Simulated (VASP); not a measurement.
# TiO2 in VASP: further runs

TiO2 is run at these levels: PBE+U; tasks: single point.

Everything below comes from runs of VASP 6.6.1. Logs are shortened: lines on timing, memory, paths and dates and some standing lists are left out, and cuts for length are marked.

### 1 The cell of the first run

The typed cell holds 6 atoms: a = 3.917 Å, b = 3.917 Å, c = 5.731 Å, α = 109.98°, β = 109.98°, γ = 90.00°.

### 2 Single point, PBE+U (atoms shifted along a free coordinate)

Contents of INCAR:

```
ALGO = Normal
EDIFF = 1E-6
ENCUT = 520
GGA = PE
ISIF = 2
ISMEAR = 0
LASPH = T
LCHARG = F
LDAU = T
LDAUJ = 0 0
LDAUL = 2 -1
LDAUPRINT = 1
LDAUTYPE = 2
LDAUU = 4 0
LMAXMIX = 4
LREAL = F
LWAVE = F
NBANDS = 33
NELM = 150
PREC = Accurate
SIGMA = 0.05
```

Contents of KPOINTS:

```
k-points
0
Gamma
  6 6 6
```

Contents of POSCAR:

```
TiO2
1.0
    2.7694294151     -2.7695063740     -0.0206655901
    2.7694294151      2.7695063740     -0.0206655901
   -2.7318590789      0.0000000000      5.0374958942
Ti O
2 4
Direct
    0.1250069486      0.8749930514      0.2500000000
    0.8749930514      0.1250069486      0.7500000000
    0.3179523568      0.0679756321      0.6359144355
    0.6820476432      0.9320243679      0.3640855645
    0.9320243679      0.6820476432      0.8640855645
    0.0679756321      0.3179523568      0.1359144355
```

Potentials or basis: VASP PAW PBE potentials, release 64 (Ti_sv, O).

Started as:

```bash
$ cat potpaw_PBE.64/Ti_sv/POTCAR potpaw_PBE.64/O/POTCAR > POTCAR
$ mpirun -np 1 vasp_std > vasp.out
```

OUTCAR:

```text
EDIFF = 1E-6
   ENCUT = 520
   GGA = PE
   ISIF = 2
   ISMEAR = 0
   LASPH = T
   LREAL = F
   NELM = 150
   PREC = Accurate

 ion  position               nearest neighbor table
   1  0.125  0.875  0.250-   3 1.94   5 1.94   4 2.04   6 2.04   4 2.04   6 2.04
   2  0.875  0.125  0.750-   4 1.94   6 1.94   5 2.04   3 2.04   5 2.04   3 2.04
   3  0.318  0.068  0.636-   1 1.94   2 2.04   2 2.04
   4  0.682  0.932  0.364-   2 1.94   1 2.04   1 2.04
   5  0.932  0.682  0.864-   1 1.94   2 2.04   2 2.04
   6  0.068  0.318  0.136-   2 1.94   1 2.04   1 2.04

  LATTYP: Found a base centered monoclinic cell.
 ALAT       =     5.5390130355
 B/A-ratio  =     0.9999999481
 C/A-ratio  =     1.0345830160
 COS(beta)  =    -0.4832630161

  Lattice vectors:

 A1 = (   2.7694294151,  -2.7695063740,  -0.0206655901)
 A2 = (   2.7694294151,   2.7695063740,  -0.0206655901)
 A3 = (  -2.7318590789,   0.0000000000,   5.0374958942)

Analysis of symmetry for initial positions (statically):
=====================================================================
 Subroutine PRICEL returns:
 Original cell was already a primitive cell.

 Routine SETGRP: Setting up the symmetry group for a
 base centered monoclinic supercell.

 Subroutine GETGRP returns: Found  4 space group operations
 (whereof  2 operations were pure point group operations)
 out of a pool of  4 trial point group operations.

The static configuration has the point symmetry S_2 .
 The point group associated with its full space group is C_2h.

Analysis of symmetry for dynamics (positions and initial velocities):
=====================================================================
 Subroutine PRICEL returns:
 Original cell was already a primitive cell.

 Routine SETGRP: Setting up the symmetry group for a
 base centered monoclinic supercell.

 Subroutine GETGRP returns: Found  4 space group operations
 (whereof  2 operations were pure point group operations)
 out of a pool of  4 trial point group operations.

The dynamic configuration has the point symmetry S_2 .
 The point group associated with its full space group is C_2h.

 Subroutine INISYM returns: Found  4 space group operations
 (whereof  2 operations are pure point group operations),
 and found     1 'primitive' translations

----------------------------------------------------------------------------------------

                                     Primitive cell

  volume of cell :      76.9620

  direct lattice vectors                    reciprocal lattice vectors
     2.769429415 -2.769506374 -0.020665590     0.181276175 -0.180537588  0.098306971
     2.769429415  2.769506374 -0.020665590     0.181276175  0.180537588  0.098306971
    -2.731859079  0.000000000  5.037495894     0.001487318  0.000000000  0.199317908

  length of vectors
     3.916673577  3.916673577  5.730568812     0.274078698  0.274078698  0.199323457

  position of ions in fractional coordinates (direct lattice)
     0.125006949  0.874993051  0.250000000
     0.874993051  0.125006949  0.750000000
     0.317952357  0.067975632  0.635914435
     0.682047643  0.932024368  0.364085565
     0.932024368  0.682047643  0.864085565
     0.067975632  0.317952357  0.135914435

  ion indices of the primitive-cell ions
   primitive index   ion index
                 1           1
                 2           2
[... 104 lines left out ...]
   J (eV)           for each species LDAUJ =   0.0  0.0
   GGA     = PE    functional components
   LHFCALC =     F    Hartree Fock is set to
   AEXX    =    0.0000 exact exchange contribution
   IVDW    =     0    specifies the selected vdW correction
   LEPSILON=     F    determine dielectric tensor
   LRPA    =     F    only Hartree local field effects (RPA)
 non-spin polarized calculation
 Gauss-broadening in eV      SIGMA  =   0.05
  energy-cutoff  :      520.00
  volume of cell :       76.96
 maximum number of plane-waves:      2094
 NGX is ok and might be reduce to    30
   NGX = 15   NGY = 15   NGZ = 21

atom =   1  type =  1  l = 2

 onsite density matrix

spin component  1

  0.2131 -0.0008  0.0000  0.0000  0.0000
 -0.0008  0.1039  0.0000 -0.0000  0.0000
  0.0000  0.0000  0.2666  0.0021  0.0000
  0.0000 -0.0000  0.0021  0.1039  0.0002
  0.0000  0.0000  0.0000  0.0002  0.0833

spin component  2

  0.2131 -0.0008  0.0000  0.0000  0.0000
 -0.0008  0.1039  0.0000 -0.0000  0.0000
  0.0000  0.0000  0.2666  0.0021  0.0000
  0.0000 -0.0000  0.0021  0.1039  0.0002
  0.0000  0.0000  0.0000  0.0002  0.0833

 occupancies and eigenvectors

  o =  0.0833  v = -0.0000 -0.0000  0.0000 -0.0073  1.0000  0.0000  0.0000  0.0000  0.0000  0.0000      0.0000  0.0000  0.0000  0.0000  0.0000  0.0000  0.0000  0.0000  0.0000  0.0000
  o =  0.0833  v =  0.0000  0.0000  0.0000  0.0000  0.0000 -0.0000 -0.0000  0.0000 -0.0073  1.0000      0.0000  0.0000  0.0000  0.0000  0.0000  0.0000  0.0000  0.0000  0.0000  0.0000
  o =  0.1039  v =  0.0000  0.0000  0.0000  0.0000  0.0000  0.0074  1.0000 -0.0000  0.0000  0.0000      0.0000  0.0000  0.0000  0.0000  0.0000  0.0000  0.0000  0.0000  0.0000  0.0000
  o =  0.1039  v =  0.0074  1.0000 -0.0000  0.0000  0.0000  0.0000  0.0000  0.0000  0.0000  0.0000      0.0000  0.0000  0.0000  0.0000  0.0000  0.0000  0.0000  0.0000  0.0000  0.0000
  o =  0.1039  v =  0.0000  0.0000  0.0000  0.0000  0.0000  0.0000  0.0000  0.0130 -0.9999 -0.0073      0.0000  0.0000  0.0000  0.0000  0.0000  0.0000  0.0000  0.0000  0.0000  0.0000
  o =  0.1039  v =  0.0000  0.0000  0.0130 -0.9999 -0.0073  0.0000  0.0000  0.0000  0.0000  0.0000      0.0000  0.0000  0.0000  0.0000  0.0000  0.0000  0.0000  0.0000  0.0000  0.0000
  o =  0.2131  v = -1.0000  0.0074  0.0000  0.0000 -0.0000  0.0000  0.0000  0.0000  0.0000  0.0000      0.0000  0.0000  0.0000  0.0000  0.0000  0.0000  0.0000  0.0000  0.0000  0.0000
  o =  0.2131  v =  0.0000  0.0000  0.0000  0.0000  0.0000 -1.0000  0.0074  0.0000  0.0000 -0.0000      0.0000  0.0000  0.0000  0.0000  0.0000  0.0000  0.0000  0.0000  0.0000  0.0000
  o =  0.2667  v = -0.0000  0.0000 -0.9999 -0.0130 -0.0000  0.0000  0.0000  0.0000  0.0000  0.0000      0.0000  0.0000  0.0000  0.0000  0.0000  0.0000  0.0000  0.0000  0.0000  0.0000
  o =  0.2667  v =  0.0000  0.0000  0.0000  0.0000  0.0000 -0.0000  0.0000 -0.9999 -0.0130 -0.0000      0.0000  0.0000  0.0000  0.0000  0.0000  0.0000  0.0000  0.0000  0.0000  0.0000

atom =   2  type =  1  l = 2

 onsite density matrix

spin component  1

  0.2131 -0.0008  0.0000  0.0000  0.0000
 -0.0008  0.1039  0.0000 -0.0000  0.0000
  0.0000  0.0000  0.2666  0.0021  0.0000
  0.0000 -0.0000  0.0021  0.1039  0.0002
  0.0000  0.0000  0.0000  0.0002  0.0833

spin component  2

  0.2131 -0.0008  0.0000  0.0000  0.0000
 -0.0008  0.1039  0.0000 -0.0000  0.0000
  0.0000  0.0000  0.2666  0.0021  0.0000
  0.0000 -0.0000  0.0021  0.1039  0.0002
  0.0000  0.0000  0.0000  0.0002  0.0833

 occupancies and eigenvectors

  o =  0.0833  v = -0.0000 -0.0000  0.0000 -0.0073  1.0000  0.0000  0.0000  0.0000  0.0000  0.0000      0.0000  0.0000  0.0000  0.0000  0.0000  0.0000  0.0000  0.0000  0.0000  0.0000
  o =  0.0833  v =  0.0000  0.0000  0.0000  0.0000  0.0000 -0.0000 -0.0000  0.0000 -0.0073  1.0000      0.0000  0.0000  0.0000  0.0000  0.0000  0.0000  0.0000  0.0000  0.0000  0.0000
  o =  0.1039  v =  0.0000  0.0000  0.0000  0.0000  0.0000  0.0074  1.0000 -0.0000  0.0000  0.0000      0.0000  0.0000  0.0000  0.0000  0.0000  0.0000  0.0000  0.0000  0.0000  0.0000
  o =  0.1039  v =  0.0074  1.0000 -0.0000  0.0000  0.0000  0.0000  0.0000  0.0000  0.0000  0.0000      0.0000  0.0000  0.0000  0.0000  0.0000  0.0000  0.0000  0.0000  0.0000  0.0000
  o =  0.1039  v =  0.0000  0.0000  0.0000  0.0000  0.0000  0.0000  0.0000  0.0130 -0.9999 -0.0073      0.0000  0.0000  0.0000  0.0000  0.0000  0.0000  0.0000  0.0000  0.0000  0.0000
  o =  0.1039  v =  0.0000  0.0000  0.0130 -0.9999 -0.0073  0.0000  0.0000  0.0000  0.0000  0.0000      0.0000  0.0000  0.0000  0.0000  0.0000  0.0000  0.0000  0.0000  0.0000  0.0000
  o =  0.2131  v = -1.0000  0.0074  0.0000  0.0000 -0.0000  0.0000  0.0000  0.0000  0.0000  0.0000      0.0000  0.0000  0.0000  0.0000  0.0000  0.0000  0.0000  0.0000  0.0000  0.0000
  o =  0.2131  v =  0.0000  0.0000  0.0000  0.0000  0.0000 -1.0000  0.0074  0.0000  0.0000 -0.0000      0.0000  0.0000  0.0000  0.0000  0.0000  0.0000  0.0000  0.0000  0.0000  0.0000
  o =  0.2667  v = -0.0000  0.0000 -0.9999 -0.0130 -0.0000  0.0000  0.0000  0.0000  0.0000  0.0000      0.0000  0.0000  0.0000  0.0000  0.0000  0.0000  0.0000  0.0000  0.0000  0.0000
  o =  0.2667  v =  0.0000  0.0000  0.0000  0.0000  0.0000 -0.0000  0.0000 -0.9999 -0.0130 -0.0000      0.0000  0.0000  0.0000  0.0000  0.0000  0.0000  0.0000  0.0000  0.0000  0.0000

 number of electron      47.9999972 magnetization

 Free energy of the ion-electron system (eV)
  ---------------------------------------------------
  ext. energy  EPLUGINS =         0.00000000
  ---------------------------------------------------
  free energy    TOTEN  =       -48.06225304 eV

  energy without entropy =      -48.06225304  energy(sigma->0) =      -48.06225304

 E-fermi :   2.9499     XC(G=0): -10.0683

 val. band max:        2.6085754686   @ k =   0.0000   0.0000   0.5000
 cond. band min:       5.2210358007   @ k =   0.0000   0.0000   0.0000
 fundamental gap:      2.6124603321
 Fermi energy:         2.9498764190

 k-point     1 :       0.0000    0.0000    0.0000
  band No.  band energies     occupation
      1     -55.0877      2.00000
      2     -55.0545      2.00000
      3     -31.3833      2.00000
      4     -31.2353      2.00000
      5     -31.2353      2.00000
      6     -31.1915      2.00000
[... 853 lines left out ...]
     32       7.9881      0.00000
     33       8.1615      0.00000

 [... further k-points ...]
[... 5 lines left out ...]
  --------------------------------------------------------------------------------------
  -------------------------------------------------------------------------------------
  Total       -3.6067174     -3.6070414      3.4361792      0.0000000      0.0000000      0.0523214
  in kB      -75.0838191    -75.0905637     71.5335939      0.0000000      0.0000000      1.0892157
  external PRESSURE =     -26.2135963 kB  Pullay stress =       0.0000000 kB

 VOLUME and BASIS-vectors are now :
 -----------------------------------------------------------------------------
  energy-cutoff  :      520.00
  volume of cell :       76.96
      direct lattice vectors                 reciprocal lattice vectors
     2.769429415 -2.769506374 -0.020665590     0.181276175 -0.180537588  0.098306971
     2.769429415  2.769506374 -0.020665590     0.181276175  0.180537588  0.098306971
    -2.731859079  0.000000000  5.037495894     0.001487318  0.000000000  0.199317908

 POSITION                                       TOTAL-FORCE (eV/Angst)
 -----------------------------------------------------------------------------------
      2.08646      2.07709      1.23871         0.000000     -0.000063     -0.000000
      0.72054     -2.07709      3.75746         0.000000      0.000063     -0.000000
     -0.66843     -0.69231      3.19544         0.013464     -0.000048      1.759462
      3.47543      0.69231      1.80072        -0.013464      0.000048     -1.759462
      2.10950     -0.69231      4.31947        -0.013464     -0.000048     -1.759462
      0.69750      0.69231      0.67669         0.013464      0.000048      1.759462
 -----------------------------------------------------------------------------------
    total drift:                               -0.000000     -0.000000      0.000000

  FREE ENERGIE OF THE ION-ELECTRON SYSTEM (eV)
  ---------------------------------------------------
  free  energy   TOTEN  =       -48.0622530399 eV

  energy  without entropy=      -48.0622530399  energy(sigma->0) =      -48.06225304
```

Wall time 2.2 min (1 thread of Intel Xeon 6975P-C (Granite Rapids), shared host); peak memory 0.28 GiB.

What came out:

* Free energy: -48.0623 eV
* Pressure: -2.6 GPa
* Largest force: 1.760 eV/Å
* Band gap on the k mesh: 2.61 eV (least direct gap 2.80 eV)

Forces on the atoms (eV/Å):
```
Ti   0.000  0.000  0.000
Ti   0.000  0.000  0.000
O    0.013  0.000  1.759
O   -0.013  0.000 -1.759
O   -0.013  0.000 -1.759
O    0.013  0.000  1.759
```

Eigenvalues of the final occupation matrices:
| site | spin | trace | eigenvalues |
| --- | --- | --- | --- |
| site 1 d | 1 | 0.77 | 0.08 0.10 0.10 0.21 0.27 |
| site 1 d | 2 | 0.77 | 0.08 0.10 0.10 0.21 0.27 |
| site 2 d | 1 | 0.77 | 0.08 0.10 0.10 0.21 0.27 |
| site 2 d | 2 | 0.77 | 0.08 0.10 0.10 0.21 0.27 |

Caveat: the cell differs from its parent crystal (atoms shifted along a free coordinate); the stress differs along the axes, from -8 to 7 GPa; forces of over 1 eV/Å act on the atoms, so gaps and moduli don't describe the material at rest. A k mesh can miss the band edges.

### 3 Single point, PBE+U (atoms shifted along a free coordinate)

Contents of INCAR:

```
SYSTEM = TiO2
  PREC = Accurate
  ENCUT = 520
  EDIFF = 1E-6
  ISMEAR = 0
  SIGMA = 0.05
  LREAL = .False.
  LASPH = .True.
  NELM = 150
  ALGO = Normal
  ISIF = 2
  LWAVE = .False.
  LCHARG = .True.
  LMAXMIX = 4
  LDAU = .True.
  LDAUTYPE = 2
  LDAUL = 2 -1
  LDAUU = 4 0
  LDAUJ = 0 0
  LDAUPRINT = 1
  GGA = PE
  LELF = .True.
  LVHAR = .True.
  NBANDS = 33
```

Contents of KPOINTS:

```
Automatic mesh
0
Gamma
  6 6 6
  0 0 0
```

Contents of POSCAR:

```
TiO2
1.0
    2.6847502805     -2.6848248863     -0.0200337111
    2.6847502805      2.6848248863     -0.0200337111
   -2.6483287093      0.0000000000      4.8834674903
Ti O
2 4
Direct
    0.1250069486      0.8749930514      0.2500000000
    0.8749930514      0.1250069486      0.7500000000
    0.3240875128      0.0741107881      0.6481847475
    0.6759124872      0.9258892119      0.3518152525
    0.9258892119      0.6759124872      0.8518152525
    0.0741107881      0.3240875128      0.1481847475
```

Potentials or basis: VASP PAW PBE potentials, release 64 (Ti_sv, O).

Started as:

```bash
$ cat potpaw_PBE.64/Ti_sv/POTCAR potpaw_PBE.64/O/POTCAR > POTCAR
$ mpirun -np 1 vasp_std > vasp.out
```

Run time: 94 s. Hardware: 1 thread of Intel Xeon 6975P-C (Granite Rapids), shared host; peak memory 0.25 GiB.

Results (log left out):

```yaml
Free_energy: -48.2699 eV
Pressure: 11.7 GPa
Largest_force: 1.373 eV/Å
Band_gap_on_the_k_mesh: 2.83 eV (least direct gap 3.06 eV)
```

Forces on the atoms (eV/Å):
```
Ti   0.000  0.000  0.000
Ti   0.000  0.000  0.000
O    0.010  0.000  1.373
O   -0.010  0.000 -1.373
O   -0.010  0.000 -1.373
O    0.010  0.000  1.373
```

Stress tensor (GPa, compression positive):
```
 7.86  0.00  0.09
 0.00  7.85  0.00
 0.09  0.00 19.42
```

Levels at points of the mesh, in eV from the valence-band top:
```tsv
k point	band 21	band 22	band 23	band 24	band 25	band 26	band 27	band 28
(0.00, 0.00, 0.00)	-0.60	-0.60	-0.36	-0.36	2.83	3.55	4.78	4.78
(0.50, 0.00, 0.00)	-1.75	-0.80	-0.67	-0.63	3.79	4.05	4.10	4.21
(0.50, 0.50, 0.00)	-1.75	-1.75	-0.22	-0.22	3.79	3.79	4.23	4.23
(0.00, 0.00, 0.50)	-1.05	-1.05	0.00	0.00	3.18	3.18	4.44	4.44
(0.50, 0.00, 0.50)	-1.75	-0.80	-0.67	-0.63	3.79	4.05	4.10	4.21
(0.50, 0.50, 0.50)	-1.75	-1.75	-0.22	-0.22	3.79	3.79	4.23	4.23
```

Eigenvalues of the final occupation matrices:
```csv
site,spin,trace,eigenvalues
site 1 d,1,0.81,0.10 0.11 0.11 0.24 0.27
site 1 d,2,0.81,0.10 0.11 0.11 0.24 0.27
site 2 d,1,0.81,0.10 0.11 0.11 0.24 0.27
site 2 d,2,0.81,0.10 0.11 0.11 0.24 0.27
```

Caveat: the cell differs from its parent crystal (atoms shifted along a free coordinate); the stress differs along the axes, from 8 to 19 GPa; forces of over 1 eV/Å act on the atoms, so gaps and moduli don't describe the material at rest. A k mesh can miss the band edges.
